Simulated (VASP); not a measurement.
Zn, 1 atom in the cell. Symmetry: Pm-3m, No. 221, cubic system. Conventional cell: a = 2.564 Å, b = 2.564 Å, c = 2.564 Å, α = 90.00°, β = 90.00°, γ = 90.00°. Within 3.4 Å of Zn (site symmetry m-3m) lie 6 Zn at 2.56 Å. 

* Program: VASP 6.6.1
* Task: single point
* Functional: PBEsol
* Potentials or basis: VASP PAW PBE potentials, release 64 (Zn)
* Cutoff: 500 eV
* k mesh: 17 × 17 × 17
* Occupations: gaussian, width 0.05 eV
* Spin: no spin polarisation
* Dipole correction: no
* Further INCAR settings: ALGO = Normal; EDIFF = 1e-06; NBANDS = 12

Potentials or basis: VASP PAW PBE potentials, release 64 (Zn).

Launch:

```console
$ cat potpaw_PBE.64/Zn/POTCAR > POTCAR
$ mpirun -np 1 vasp_std > vasp.out
```

Hardware: 1 thread of Intel(R) Xeon(R) 6975P-C (Granite Rapids), with other jobs on the host.

Question: Estimate the wall time of this run.

Answer: Wall time 16 s on 1 thread of Intel(R) Xeon(R) 6975P-C (Granite Rapids), with other jobs on the host, peak memory 0.14 GiB. Counts: scf iterations 10, k points 165.
